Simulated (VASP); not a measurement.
A run of VASP 6.6.1 is set up as follows.

The input INCAR:

```
ALGO = Normal
EDIFF = 1E-7
EDIFFG = -0.01
ENCUT = 700
GGA = PE
GGA_COMPAT = F
IBRION = 2
ISIF = 3
ISMEAR = 0
ISPIN = 2
IVDW = 12
LASPH = T
LCHARG = F
LDAU = T
LDAUJ = 0 0
LDAUL = 2 -1
LDAUPRINT = 1
LDAUTYPE = 2
LDAUU = 8 0
LMAXMIX = 4
LORBIT = 11
LREAL = F
LWAVE = F
MAGMOM = -0.97 0
NELM = 200
NELMIN = 4
NSW = 60
PREC = Accurate
SIGMA = 0.1
```

The input KPOINTS:

```
k-points
0
Gamma
  11 11 11
```

The input POSCAR:

```
NiO
1.0
    0.0000000000      2.0859016414      2.0859016414
    2.0859016414      0.0000000000      2.0859016414
    2.0859016414      2.0859016414      0.0000000000
Ni O
1 1
Direct
    0.0000000000      0.0000000000      0.0000000000
    0.5000000000      0.5000000000      0.5000000000
```

Potentials or basis: VASP PAW PBE potentials, release 64 (Ni_sv_GW, O).

Launch:

```bash
$ cat potpaw_PBE.64/Ni_sv_GW/POTCAR potpaw_PBE.64/O/POTCAR > POTCAR
$ mpirun -np 1 vasp_std > vasp.out
```

(1) Predict the dispersion energy per atom.

(2) Predict the net moment.

Results:

(1) -0.258 eV.

(2) -2.00 μB per cell.

Caveat: a cell with one magnetic atom can't hold antiferromagnetic order, which such compounds often take.
